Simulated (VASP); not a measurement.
# TiAl (F-43m) in VASP: a series of runs, part 2 of 3

VASP 6.6.1. The steps go on from the part before.

### Step 3. Single point, PBE

This run uses another cell than the first one, of 27.28 Å³/atom.

The input, INCAR:

```
ALGO = Fast
EDIFF = 1E-6
ENCUT = 520
GGA = PE
ISIF = 2
ISMEAR = 0
LASPH = T
LCHARG = F
LREAL = F
LWAVE = F
NBANDS = 14
NELM = 100
PREC = Accurate
SIGMA = 0.1
```

The input, KPOINTS:

```
k-points
0
Gamma
  6 6 6
```

The input, POSCAR:

```
TiAl
1.0
    0.0000000000      3.0105148016      3.0105148016
    3.0105148016      0.0000000000      3.0105148016
    3.0105148016      3.0105148016      0.0000000000
Ti Al
1 1
Direct
    0.0000000000      0.0000000000      0.0000000000
    0.7500000000      0.7500000000      0.7500000000
```

Potentials or basis: VASP PAW PBE potentials, release 64 (Ti_sv, Al).

Run with:

```sh
cat potpaw_PBE.64/Ti_sv/POTCAR potpaw_PBE.64/Al/POTCAR > POTCAR
mpirun -np 1 vasp_std > vasp.out
```

OUTCAR:

```text
EDIFF = 1E-6
   ENCUT = 520
   GGA = PE
   ISIF = 2
   ISMEAR = 0
   LASPH = T
   LREAL = F
   NELM = 100
   PREC = Accurate

 ion  position               nearest neighbor table
   1  0.000  0.000  0.000-   2 2.61   2 2.61   2 2.61   2 2.61
   2  0.750  0.750  0.750-   1 2.61   1 2.61   1 2.61   1 2.61

  LATTYP: Found a face centered cubic cell.
 ALAT       =     6.0210296032

  Lattice vectors:

 A1 = (   0.0000000000,   3.0105148016,   3.0105148016)
 A2 = (   3.0105148016,   0.0000000000,   3.0105148016)
 A3 = (   3.0105148016,   3.0105148016,   0.0000000000)

Analysis of symmetry for initial positions (statically):
=====================================================================
 Subroutine PRICEL returns:
 Original cell was already a primitive cell.

 Routine SETGRP: Setting up the symmetry group for a
 face centered cubic supercell.

 Subroutine GETGRP returns: Found 24 space group operations
 (whereof 24 operations were pure point group operations)
 out of a pool of 48 trial point group operations.

The static configuration has the point symmetry T_d .

Analysis of symmetry for dynamics (positions and initial velocities):
=====================================================================
 Subroutine PRICEL returns:
 Original cell was already a primitive cell.

 Routine SETGRP: Setting up the symmetry group for a
 face centered cubic supercell.

 Subroutine GETGRP returns: Found 24 space group operations
 (whereof 24 operations were pure point group operations)
 out of a pool of 48 trial point group operations.

The dynamic configuration has the point symmetry T_d .

 Subroutine INISYM returns: Found 24 space group operations
 (whereof 24 operations are pure point group operations),
 and found     1 'primitive' translations

----------------------------------------------------------------------------------------

                                     Primitive cell

  volume of cell :      54.5698

  direct lattice vectors                    reciprocal lattice vectors
     0.000000000  3.010514802  3.010514802    -0.166084551  0.166084551  0.166084551
     3.010514802  0.000000000  3.010514802     0.166084551 -0.166084551  0.166084551
     3.010514802  3.010514802  0.000000000     0.166084551  0.166084551 -0.166084551

  length of vectors
     4.257510862  4.257510862  4.257510862     0.287666881  0.287666881  0.287666881

  position of ions in fractional coordinates (direct lattice)
     0.000000000  0.000000000  0.000000000
     0.750000000  0.750000000  0.750000000

  ion indices of the primitive-cell ions
   primitive index   ion index
                 1           1
                 2           2

----------------------------------------------------------------------------------------

 KPOINTS: k-points

Automatic generation of k-mesh.
 Grid dimensions read from file:
 generate k-points for:    6    6    6

 Generating k-lattice:

  Cartesian coordinates                     Fractional coordinates (reciprocal lattice)
    -0.027680759  0.027680759  0.027680759     0.166666667  0.000000000  0.000000000
     0.027680759 -0.027680759  0.027680759     0.000000000  0.166666667  0.000000000
[... 30 lines left out ...]
 -0.333333  0.500000  0.166667     12.000000
   k-points           NKPTS =     16   k-points in BZ     NKDIM =     16   number of bands    NBANDS=     14
   number of dos      NEDOS =    301   number of ions     NIONS =      2
   total plane-waves  NPLWV =  32768
   dimension x,y,z NGX =    32 NGY =   32 NGZ =   32
   dimension x,y,z NGXF=    64 NGYF=   64 NGZF=   64
   ions per type =               1   1
   NGX,Y,Z   is equivalent  to a cutoff of  12.50, 12.50, 12.50 a.u.
   NGXF,Y,Z  is equivalent  to a cutoff of  24.99, 24.99, 24.99 a.u.
 SYSTEM =  unknown system
   PREC   = accura    normal or accurate (medium, high low for compatibility)
   ISTART =      0    job   : 0-new  1-cont  2-samecut
   ICHARG =      2    charge: 1-file 2-atom 10-const
   ISPIN  =      1    spin polarized calculation?
   LNONCOLLINEAR =      F non collinear calculations
   LSORBIT =      F    spin-orbit coupling
   LASPH  =      T    aspherical Exc in radial PAW
   ENCUT  =  520.0 eV  38.22 Ry    6.18 a.u.   7.92  7.92  7.92*2*pi/ulx,y,z
   NELM   =    100;   NELMIN=  2; NELMDL= -5     # of ELM steps
   EDIFF  = 0.1E-05   stopping-criterion for ELM
   LREAL  =      F    real-space projection
   EDIFFG = 0.1E-04   stopping-criterion for IOM
   NSW    =      0    number of steps for IOM
   IBRION =     -1    ionic relax: 0-MD 1-quasi-New 2-CG
   NFREE  =      0    steps in history (QN), initial steepest desc. (CG)
   ISIF   =      2    stress and relaxation
   ISYM   =      2    0-nonsym 1-usesym 2-fastsym
   POTIM  = 0.5000    time-step for ionic-motion
   TEBEG  =    0.0;   TEEND  =   0.0 temperature during run
   PSTRESS=    0.0 pullay stress
   NELECT =      15.0000    total number of electrons
   NUPDOWN=      -1.0000    fix difference up-down
   EMIN   =  10.00;   EMAX   =-10.00  energy-range for DOS
   EFERMI =   0.00;   METHOD = LEGACY
   ISMEAR =     0;   SIGMA  =   0.10  broadening in eV -4-tet -1-fermi 0-gaus
   EFERMI_NEDOS =   21; number of points for ismear=-14 and -15
   IALGO  =     68    algorithm
   IMIX   =      4    mixing-type and parameters
     AMIX     =   0.40;   BMIX     =  1.00
     AMIX_MAG =   1.60;   BMIX_MAG =  1.00
  volume/ion in A,a.u.               =      27.28       184.13
  Fermi-wavevector in a.u.,A,eV,Ry     =   1.064440  2.011500 15.415841  1.133032
  Thomas-Fermi vector in A             =   2.199958
   LORBIT       =      0    0 simple, 1 ext, 2 COOP (PROOUT), +10 PAW based schemes
   GGA     = PE    functional components
   LHFCALC =     F    Hartree Fock is set to
   AEXX    =    0.0000 exact exchange contribution
   IVDW    =     0    specifies the selected vdW correction
   LEPSILON=     F    determine dielectric tensor
   LRPA    =     F    only Hartree local field effects (RPA)
 non-spin polarized calculation
 RMM-DIIS sequential band-by-band and
 Gauss-broadening in eV      SIGMA  =   0.10
  energy-cutoff  :      520.00
  volume of cell :       54.57
 maximum number of plane-waves:      1484
   NGX = 15   NGY = 15   NGZ = 15

 number of electron      15.0000006 magnetization

 Free energy of the ion-electron system (eV)
  ---------------------------------------------------
  ext. energy  EPLUGINS =         0.00000000
  ---------------------------------------------------
  free energy    TOTEN  =        -8.69489569 eV

  energy without entropy =       -8.68154894  energy(sigma->0) =       -8.68822231

 E-fermi :   3.3131     XC(G=0):  -8.7191

 val. band max:        3.2727276293   @ k =  -0.3333   0.5000   0.1667
 cond. band min:       3.3421190782   @ k =   0.5000   0.5000   0.0000
 fundamental gap:      0.0693914489
 Fermi energy:         3.3131393866

 k-point     1 :       0.0000    0.0000    0.0000
  band No.  band energies     occupation
      1     -53.6981      2.00000
      2     -29.9665      2.00000
      3     -29.9665      2.00000
      4     -29.9665      2.00000
      5      -2.9917      2.00000
      6       2.8811      2.00000
      7       2.8811      2.00000
      8       2.8811      2.00000
      9       4.2077      0.00000
     10       4.2077      0.00000
     11      10.0248      0.00000
     12      10.0248      0.00000
     13      10.0265      0.00000
     14      10.1288      0.00000
[... 241 lines left out ...]
      1     -53.6972      2.00000
      2     -29.9761      2.00000
      3     -29.9724      2.00000
      4     -29.9709      2.00000
      5      -0.4123      2.00000
      6       1.6750      2.00000
      7       2.9695      2.00000
      8       3.2727      1.43235
      9       3.8764      0.00000
     10       4.2742      0.00000
     11       4.6664      0.00000
     12       5.3025      0.00000
     13       6.0381      0.00000
     14      10.5334      0.00000

------------------------ aborting loop because EDIFF is reached ----------------------------------------

  FORCE on cell =-STRESS in cart. coord.  units (eV):
  Direction    XX          YY          ZZ          XY          YZ          ZX
  --------------------------------------------------------------------------------------
  -------------------------------------------------------------------------------------
  Total       -0.0852743     -0.0852743     -0.0852743      0.0000000      0.0000000      0.0000000
  in kB       -2.5036669     -2.5036669     -2.5036669      0.0000000      0.0000000      0.0000000
  external PRESSURE =      -2.5036669 kB  Pullay stress =       0.0000000 kB

 VOLUME and BASIS-vectors are now :
 -----------------------------------------------------------------------------
  energy-cutoff  :      520.00
  volume of cell :       54.57
      direct lattice vectors                 reciprocal lattice vectors
     0.000000000  3.010514802  3.010514802    -0.166084551  0.166084551  0.166084551
     3.010514802  0.000000000  3.010514802     0.166084551 -0.166084551  0.166084551
     3.010514802  3.010514802  0.000000000     0.166084551  0.166084551 -0.166084551

 POSITION                                       TOTAL-FORCE (eV/Angst)
 -----------------------------------------------------------------------------------
      0.00000      0.00000      0.00000        -0.000000      0.000000      0.000000
      4.51577      4.51577      4.51577         0.000000     -0.000000     -0.000000
 -----------------------------------------------------------------------------------
    total drift:                               -0.000000     -0.000000     -0.000000

  FREE ENERGIE OF THE ION-ELECTRON SYSTEM (eV)
  ---------------------------------------------------
  free  energy   TOTEN  =        -8.6948956854 eV

  energy  without entropy=       -8.6815489395  energy(sigma->0) =       -8.68822231
```

OSZICAR:

```text
N       E                     dE             d eps       ncg     rms          rms(c)
DAV:   1     0.988146164542E+02    0.98815E+02   -0.70568E+03   448   0.984E+02
DAV:   2    -0.403818499447E+01   -0.10285E+03   -0.99509E+02   466   0.275E+02
DAV:   3    -0.103902430543E+02   -0.63521E+01   -0.61038E+01   734   0.655E+01
[... 17 lines left out ...]
RMM:  21    -0.869489113533E+01   -0.41902E-05   -0.45617E-05   475   0.266E-02    0.675E-02
RMM:  22    -0.869489411736E+01   -0.29820E-05   -0.33129E-05   468   0.190E-02    0.694E-02
RMM:  23    -0.869489552405E+01   -0.14067E-05   -0.15646E-05   399   0.142E-02    0.706E-02
RMM:  24    -0.869489607560E+01   -0.55155E-06   -0.11839E-05   428   0.120E-02    0.697E-02
RMM:  25    -0.869489568543E+01    0.39017E-06   -0.60537E-06   452   0.140E-02
   1 F= -.86948957E+01 E0= -.86882223E+01  d E =-.133467E-01
```

stdout:

```text
POSCAR found type information on POSCAR TiAl
 POSCAR found :  2 types and       2 ions
 scaLAPACK will be used
 LDA part: xc-table for (Slater+PW92), standard interpolation
 POSCAR, INCAR and KPOINTS ok, starting setup
 FFT: planning ... GRIDC
 FFT: planning ... GRID_SOFT
 FFT: planning ... GRID
 WAVECAR not read
 entering main loop
WARNING in EDDRMM: call to ZHEGV failed, returncode =   6  3     11
```

Run time: 21 s. Hardware: 1 thread of AMD EPYC 7R13 (Zen 3), shared host; peak memory 0.14 GiB.

What came out:

```
Free energy            : -8.6949 eV
Pressure               : -0.3 GPa
Band gap on the k mesh : zero (an odd number of electrons rules out a gap without spin polarisation)
```

### Step 4. Relaxation of cell and atoms, PBE

The input, INCAR:

```
SYSTEM = TiAl
  PREC = Accurate
  ENCUT = 600
  EDIFF = 1E-6
  ISMEAR = 0
  SIGMA = 0.1
  LREAL = .FALSE.
  LASPH = .TRUE.
  NELM = 100
  ALGO = Normal
  ISIF = 3
  LWAVE = .FALSE.
  LCHARG = .FALSE.
  GGA = PE
  IBRION = 2
  NSW = 90
  EDIFFG = -0.04
```

The input, KPOINTS:

```
Automatic mesh
0
G
  6 6 6
  0 0 0
```

The input, POSCAR:

```
TiAl
1.0
    0.0000000000      2.5709706797      2.5709706797
    2.5709706797      0.0000000000      2.5709706797
    2.5709706797      2.5709706797      0.0000000000
Ti Al
1 1
Direct
    0.0000000000      0.0000000000      0.0000000000
    0.7500000000      0.7500000000      0.7500000000
```

Run with:

```sh
cat potpaw_PBE.64/Ti_sv/POTCAR potpaw_PBE.64/Al/POTCAR > POTCAR
mpirun -np 1 vasp_std > vasp.out
```

Wall time 31 s (1 thread of AMD EPYC 7R13 (Zen 3), shared host); peak memory 0.14 GiB.

Results (log left out):

* Free energy: -8.6875 eV
* Relaxed volume: 27.26 Å³/atom
* Relaxed cell: a = 4.256 Å, b = 4.256 Å, c = 4.256 Å, α = 60.00°, β = 60.00°, γ = 60.00°
* Space group after relaxing (to 0.1 Å): F-43m (No. 216)
* Energy gained by relaxing: 897.4 meV/atom
* Ionic steps: 4
* Pressure after relaxing: -0.1 GPa
* Band gap on the k mesh: zero (an odd number of electrons rules out a gap without spin polarisation)

Step by step:
```
step  energy change (eV)  largest force (eV/Å)  pressure (GPa)  volume (Å³)
   1              0.0000                0.0000           39.65        33.99
   2             -1.7531                0.0000           -2.68        59.16
   3             -1.7938                0.0000            0.49        53.78
   4             -1.7948                0.0000           -0.06        54.53
```

Final structure:
```
Ti Al
1.0
     0.00000    3.00970    3.00970
     3.00970    0.00000    3.00970
     3.00970    3.00970    0.00000
Ti Al
1 1
Direct
  0.00000 0.00000 0.00000
  0.75000 0.75000 0.75000
```

Levels at points of the mesh, in eV from the Fermi level:
| k point | band 6 | band 7 | band 8 | band 9 | band 10 | band 11 |
| --- | --- | --- | --- | --- | --- | --- |
| (0.00, 0.00, 0.00) | -0.43 | -0.43 | -0.43 | 0.90 | 0.90 | 6.67 |
| (0.50, 0.00, 0.00) | -2.05 | -0.23 | -0.23 | 1.10 | 1.10 | 1.25 |
| (0.50, 0.50, 0.00) | -2.07 | 0.03 | 0.52 | 0.52 | 1.33 | 1.39 |

Caveat: the volume moved by over 15 % at a fixed basis, so the end points are rough.

### Step 5. Single point, PBE

This run uses another cell than the first one, of 27.35 Å³/atom.

The input, INCAR:

```
SYSTEM = TiAl
PREC     = Accurate       ! precision mode
ENCUT    = 520            ! plane-wave cutoff, eV
EDIFF    = 1E-6           ! SCF threshold, eV
ISMEAR   = 0              ! smearing method
SIGMA    = 0.1            ! smearing width, eV
LREAL    = .FALSE.        ! projectors in reciprocal space
LASPH    = .TRUE.         ! aspherical terms in the spheres
NELM     = 80             ! most SCF steps
ALGO     = Normal         ! electronic algorithm
ISIF     = 2              ! what is computed and relaxed
LWAVE    = .FALSE.        ! write WAVECAR
LCHARG   = .FALSE.        ! write CHGCAR
GGA      = PE             ! functional
NBANDS   = 14             ! bands
```

The input, KPOINTS:

```
Automatic mesh
0
G
  16 16 16
  0 0 0
```

The input, POSCAR:

```
TiAl
1.0
    0.0000000000      3.0129523921      3.0129523921
    3.0129523921      0.0000000000      3.0129523921
    3.0129523921      3.0129523921      0.0000000000
Ti Al
1 1
Direct
    0.0000000000      0.0000000000      0.0000000000
    0.2500000000      0.2500000000      0.2500000000
```

Run with:

```sh
cat potpaw_PBE.64/Ti_sv/POTCAR potpaw_PBE.64/Al/POTCAR > POTCAR
mpirun -np 1 vasp_std > vasp.out
```

It took 61 s on 1 thread of AMD EPYC 7R13 (Zen 3), shared host; peak memory 0.23 GiB.

Results (log left out):

- Free energy: -8.6910 eV
- Pressure: 0.0 GPa
- Band gap on the k mesh: zero (an odd number of electrons rules out a gap without spin polarisation)

Levels at points of the mesh, in eV from the Fermi level:
```csv
k point,band 5,band 6,band 7,band 8,band 9,band 10,band 11,band 12
"(0.00, 0.00, 0.00)",-6.32,-0.44,-0.44,-0.44,0.89,0.89,6.64,6.64
"(0.50, 0.00, 0.00)",-4.49,-2.07,-0.24,-0.24,1.09,1.09,1.24,4.36
"(0.50, 0.50, 0.00)",-3.75,-2.08,0.01,0.50,0.50,1.32,1.36,2.09
```

(Continued in part 3 of 3.)

The gap in the log of VASP goes by the Fermi energy; the results here count the filled bands.